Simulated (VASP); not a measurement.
The system is BaH4.

```
Ba H
1.0
     3.78414   -2.28208   -0.00113
     3.78414    2.28208   -0.00113
    -2.36252    0.00000    3.72124
Ba H
1 4
Direct
  0.00000 0.00000 0.50000
  0.74159 0.74159 0.75995
  0.25841 0.25841 0.24005
  0.53865 0.53865 0.96854
  0.46135 0.46135 0.03146
```

Base run:

```yaml
Program: VASP 6.6.1
Functional: r2SCAN
Potentials_or_basis: VASP PAW PBE potentials, release 64 (Ba_sv, H)
Cutoff: 520 eV
k_mesh: 6 × 6 × 6
Occupations: gaussian, width 0.02 eV
Spin: no spin polarisation
```

Its results: band gap on the k mesh 2.90 eV (least direct gap 3.29 eV); pressure 0.0 GPa; largest force 0.286 eV/Å.

The run is repeated on the same cell with these changes: functional from r2SCAN to PBEsol. What comes out?

Band gap on the k mesh 2.25 eV (least direct gap 2.67 eV); pressure -1.2 GPa; largest force 0.468 eV/Å.

Caveats: the PAW data sets were made with another functional, which shifts forces and pressure a little; spin-orbit coupling is left out, which moves the levels of the heavy elements.

A k mesh can miss the band edges.
